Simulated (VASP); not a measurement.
Input of a VASP 6.6.1 run:

Contents of INCAR:

```
SYSTEM = Si
PREC = Accurate
ENCUT = 520
EDIFF = 1E-7
ISMEAR = 0
SIGMA = 0.05
LREAL = .FALSE.
LASPH = .TRUE.
NELM = 80
ALGO = Normal
ISIF = 2
LWAVE = .FALSE.
LCHARG = .FALSE.
GGA = PE
NBANDS = 11
```

Contents of KPOINTS:

```
regular mesh
0
G
  8 8 8
  0 0 0
```

Contents of POSCAR:

```
Si
1.0
    0.0000000000      2.7347606505      2.7347606505
    2.7347606505      0.0000000000      2.7347606505
    2.7347606505      2.7347606505      0.0000000000
Si
2
Direct
    0.5000000000      0.5000000000      0.5000000000
    0.7500000000      0.7500000000      0.7500000000
```

Potentials or basis: VASP PAW PBE potentials, release 64 (Si).

Run with:

```bash
$ cat potpaw_PBE.64/Si/POTCAR > POTCAR
$ mpirun -np 1 vasp_std > vasp.out
```

**Question.** Estimate the pressure.

**Answer.** 0.0 GPa.

**Question.** What does it give for the band gap on the k mesh?

**Answer.** 0.65 eV, indirect (least direct gap 2.56 eV).

A k mesh can miss the band edges. A hybrid or GW would open this gap; PBE tends to underestimate it.
